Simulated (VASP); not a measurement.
## CoSi: single point with PBEsol

The system is CoSi.

```
CELL_PARAMETERS angstrom
4.25425 0.00000 0.00000
0.00000 4.25425 0.00000
0.00000 0.00000 4.38583
ATOMIC_POSITIONS crystal
Co 0.14564 0.14564 0.14564
Co 0.35436 0.85436 0.64564
Co 0.64564 0.35436 0.85436
Co 0.85436 0.64564 0.35436
Si 0.84333 0.84333 0.84333
Si 0.65667 0.15667 0.34333
Si 0.34333 0.65667 0.15667
Si 0.15667 0.34333 0.65667
```

This cell differs from its parent crystal: strain -0.030 along x and y, +0.000 along z.

```json
{
 "Program": "VASP 6.6.1",
 "Task": "single point",
 "Functional": "PBEsol",
 "Potentials or basis": "VASP PAW PBE potentials, release 64 (Co, Si)",
 "Cutoff": "520 eV",
 "k mesh": "10 × 10 × 10",
 "Occupations": "gaussian, width 0.15 eV",
 "Spin": "no spin polarisation",
 "Dipole correction": "no",
 "Further INCAR settings": "ALGO = Normal; EDIFF = 1e-06; NBANDS = 36"
}
```

```
Pressure               : 17.8 GPa
Largest force          : 0.159 eV/Å
Band gap on the k mesh : zero (bands 26 and 27 overlap by 0.25 eV)
```

Forces on the atoms (eV/Å):
```
Co   0.109  0.113  0.022
Co  -0.109 -0.113  0.022
Co   0.109 -0.113 -0.022
Co  -0.109  0.113 -0.022
Si   0.104  0.049  0.012
Si  -0.104 -0.049  0.012
Si   0.104 -0.049 -0.012
Si  -0.104  0.049 -0.012
```

Stress tensor (GPa, compression positive):
```
20.85  0.00  0.00
 0.00 21.02  0.00
 0.00  0.00 11.44
```

Levels at points of the mesh, in eV from the Fermi level:
```
           k point  band 24  band 25  band 26  band 27  band 28  band 29
(0.00, 0.00, 0.00)    -0.90    -0.05    -0.05    -0.02     2.87     2.92
(0.50, 0.00, 0.00)    -0.79    -0.59    -0.59     1.16     1.16     1.66
(0.00, 0.50, 0.00)    -0.80    -0.60    -0.60     0.99     0.99     1.83
(0.50, 0.50, 0.00)    -1.25    -0.10    -0.10     0.58     0.58     2.26
(0.00, 0.00, 0.50)    -0.72    -0.57    -0.57     1.11     1.11     1.85
(0.50, 0.00, 0.50)    -1.14    -0.08    -0.08     0.71     0.71     2.37
(0.00, 0.50, 0.50)    -1.14    -0.07    -0.07     0.69     0.69     2.41
(0.50, 0.50, 0.50)    -1.43    -0.28    -0.28    -0.28    -0.28     5.87
```

Wall time 11 min on 1 thread of Intel Xeon 8259CL, on a shared host, peak memory 0.54 GiB.

Caveat: the cell differs from its parent crystal (strain -0.030 along x and y, +0.000 along z); the cell stands under pressure; the PAW data sets were made with another functional, which shifts forces and pressure a little; the run has no spin polarisation, though such a crystal can be magnetic. Spin polarisation is off, so any magnetic state and its effect on volume and gap are missing.
